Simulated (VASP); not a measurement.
The system is H.

```
H
1.0
     2.64964    0.00000    0.00000
     0.00000    2.64964    0.00000
     0.00000    0.00000    0.98049
H
1
Direct
  0.00000 0.00000 0.50000
```

Base run:

- Program: VASP 6.6.1
- Functional: RPBE
- Potentials or basis: VASP PAW PBE potentials, release 64 (H)
- Cutoff: 500 eV
- k mesh: 8 × 8 × 22
- Occupations: tetrahedron
- Spin: no spin polarisation

Its results: pressure 3.0 GPa.

Task: The run is repeated on the same cell with these changes: functional from RPBE to PBE. What comes out?

Result: Pressure 1.4 GPa.

PBE binds more tightly than RPBE, so the same cell stands under less pressure.

Caveats: the PAW data sets were made with another functional, which shifts forces and pressure a little (some runs); tetrahedron occupations give inexact forces and stress in metals (some runs).
